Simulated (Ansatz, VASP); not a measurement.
# Two plane-wave programs on Ag

POSCAR

```
Ag
1.0
   -1.6666189156      1.6666189156      1.6666189156
    1.6666189156     -1.6666189156      1.6666189156
    1.6666189156      1.6666189156     -1.6666189156
Ag
1
Direct
    0.0000000000      0.0000000000      0.0000000000
```

The input INCAR.step1:

```
ALGO = Normal ; EDIFF = 1E-5
ENCUT = 520 ; GGA = PE
ISIF = 2 ; ISMEAR = -1
LASPH = T ; LREAL = F
LWAVE = T ; NBANDS = 12
NELM = 80 ; PREC = Accurate
SIGMA = 0.05
```

File INCAR.step2:

```
ALGO = Normal ; EDIFF = 1E-7
ENCUT = 520 ; GGA = PE
HFSCREEN = 0.2079 ; ISIF = 2
ISMEAR = -1 ; ISTART = 1
LASPH = T ; LCHARG = T
LELF = T ; LHFCALC = T
LREAL = F ; LVHAR = T
LWAVE = F ; NBANDS = 12
NELM = 80 ; PREC = Accurate
PRECFOCK = Normal ; SIGMA = 0.05
```

The input KPOINTS:

```
k-points
0
Gamma
  6 6 6
```

Contents of input:

```
crystal:
  lattice:
    - [-1.6666189156, 1.6666189156, 1.6666189156]
    - [1.6666189156, -1.6666189156, 1.6666189156]
    - [1.6666189156, 1.6666189156, -1.6666189156]
  atoms:
    - { symbol: Ag, position: [0.0, 0.0, 0.0] }
hamiltonian:
  xc: hse06
  pseudopotentials: { kind: paw }
kpoints:
  mp_grid: { grid: [6, 6, 6] }
scf:
  occupations: { method: fermi_dirac, width: 0.05 }
output:
  forces: true
  stress: true
  eigenvalues: true
```

Alike in both runs: task single point; functional HSE06; k mesh 6 × 6 × 6; occupations fermi-dirac, width 0.05 eV; no spin polarisation.

|  | VASP | Ansatz |
| --- | --- | --- |
| version | VASP 6.6.1 | Ansatz 0.2.0 |
| potentials or method | VASP PAW PBE potentials, release 64 (Ag) | Ansatz PAW |
| plane-wave cutoff (eV) | 520 | 420 |
| valence electrons in the cell | 11 | 19 |

```tsv
	VASP	Ansatz	Ansatz less VASP
gap on the k mesh at the Fermi level (eV)	none	none	-
pressure (GPa)	-1.7	-1.8	-0.10
```

A gap of «none» marks a metal or a gap that the smearing closes. The functional is the same, so the differences come from potentials, cutoffs and numerics. VASP's potentials hold 11 valence electrons a cell and Ansatz's 19, so a difference there can come from the potentials and not from the codes.

The k mesh is coarse, so the values compare programs but aren't converged.
